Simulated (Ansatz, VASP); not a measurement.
**S: VASP beside Ansatz**

The input INCAR:

```
SYSTEM = S
PREC     = Accurate       ! precision mode
ENCUT    = 520            ! plane-wave cutoff, eV
EDIFF    = 1E-7           ! SCF threshold, eV
ISMEAR   = -1             ! smearing method
SIGMA    = 0.08           ! smearing width, eV
LREAL    = .False.        ! projectors in reciprocal space
LASPH    = .True.         ! aspherical terms in the spheres
NELM     = 80             ! most SCF steps
ALGO     = Normal         ! electronic algorithm
ISIF     = 2              ! what is computed and relaxed
LWAVE    = .False.        ! write WAVECAR
LCHARG   = .False.        ! write CHGCAR
NBANDS   = 9              ! bands
```

Contents of KPOINTS:

```
regular mesh
0
Gamma
  16 16 16
  0 0 0
```

Contents of POSCAR:

```
S
1.0
    0.0000000000      1.7276248844      1.7276248844
    1.7276248844      0.0000000000      1.7276248844
    1.7276248844      1.7276248844      0.0000000000
S
1
Direct
    0.0000000000      0.0000000000      0.0000000000
```

Input for Ansatz:

```yaml
crystal:
  lattice:
    - [0.0, 1.7276248844, 1.7276248844]
    - [1.7276248844, 0.0, 1.7276248844]
    - [1.7276248844, 1.7276248844, 0.0]
  atoms:
    - { symbol: S, position: [0.0, 0.0, 0.0] }
kpoints:
  mp_grid: { grid: [16, 16, 16] }
scf:
  occupations: { method: fermi_dirac, width: 0.08 }
hamiltonian:
  xc: lda
  pseudopotentials: { kind: paw }
output:
  forces: true
  stress: true
  eigenvalues: true
  populations: true
```

Change from the starting cell: volume scaled by 0.7, PAW files.

Alike in both runs: task single point; functional LDA; k mesh 16 × 16 × 16; occupations fermi-dirac, width 0.08 eV; no spin polarisation.

|  | VASP | Ansatz |
| --- | --- | --- |
| version | VASP 6.6.1 | Ansatz 0.2.0 |
| potentials or method | VASP PAW LDA potentials, release 64 (S) | PAW with Ansatz's default frozen-core files, scalar-relativistic |
| plane-wave cutoff (eV) | 520 | 420 |
| valence electrons in the cell | 6 | 6 |

Ansatz gave:

```
pressure (GPa) : 72.5
```

What did VASP give for the same quantities?

Pressure (GPa): 71.9.

LDA's correlation is that of Perdew and Zunger in VASP and of Perdew and Wang (1992) in Ansatz. Both programs put the cell under a high pressure, so it lies far from rest at this level.

Noted on VASP's run: the cell as given lies far from equilibrium.
